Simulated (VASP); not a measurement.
A run of VASP 6.6.1:

The input POSCAR:

```
Ru
1.0
    0.0000000000      2.6050000000      2.6050000000
    2.6050000000      0.0000000000      2.6050000000
    2.6050000000      2.6050000000      0.0000000000
Ru
2
Direct
    1.0000000000      1.0000000000      1.0000000000
    0.2500000000      0.2500000000      0.2500000000
```

File INCAR.step1:

```
PREC     = Accurate       # precision mode
ENCUT    = 550            # plane-wave cutoff, eV
ISMEAR   = 0              # smearing method
SIGMA    = 0.05           # smearing width, eV
LREAL    = F              # projectors in reciprocal space
LASPH    = T              # aspherical terms in the spheres
NELM     = 120            # most SCF steps
GGA      = PE             # functional
ALGO     = Normal         # electronic algorithm
EDIFF    = 1E-5           # SCF threshold, eV
LWAVE    = T              # write WAVECAR
LCHARG   = F              # write CHGCAR
GGA_COMPAT= F            
IBRION   = 2              # ionic algorithm
ISIF     = 3              # what is computed and relaxed
EDIFFG   = -0.005         # ionic threshold
NELMIN   = 4            
NSW      = 100            # ionic steps
```

Contents of INCAR.step2:

```
PREC     = Accurate       # precision mode
ENCUT    = 550            # plane-wave cutoff, eV
EDIFF    = 1E-7           # SCF threshold, eV
ISMEAR   = 0              # smearing method
SIGMA    = 0.05           # smearing width, eV
LREAL    = F              # projectors in reciprocal space
LASPH    = T              # aspherical terms in the spheres
NELM     = 120            # most SCF steps
ALGO     = Normal         # electronic algorithm
ISIF     = 3              # what is computed and relaxed
LWAVE    = F              # write WAVECAR
LCHARG   = F              # write CHGCAR
METAGGA  = R2SCAN         # meta-GGA
LMIXTAU  = T            
IBRION   = 2              # ionic algorithm
NSW      = 80             # ionic steps
EDIFFG   = -0.01          # ionic threshold
PSTRESS  = 600.0        
ISTART   = 1            
GGA_COMPAT= F            
NELMIN   = 4
```

The input KPOINTS:

```
regular mesh
0
Gamma
  9 9 9
```

Potentials or basis: VASP PAW PBE potentials, release 64 (Ru_pv).

The run is started by

```bash
$ cat potpaw_PBE.64/Ru_pv/POTCAR > POTCAR
$ cp INCAR.step1 INCAR
$ mpirun -np 1 vasp_std > vasp.out
$ cp INCAR.step2 INCAR
$ mpirun -np 1 vasp_std > vasp.out
```

Hardware: 1 thread of AMD EPYC 9R45 96-Core Processor (Zen 5), with other jobs on the host.

**Question.** How long does it take, and how much memory?

**Answer.** Wall time 6.7 min on 1 thread of AMD EPYC 9R45 96-Core Processor (Zen 5), on a shared host, peak memory 0.15 GiB. Counts: k points 35, ion steps 5.
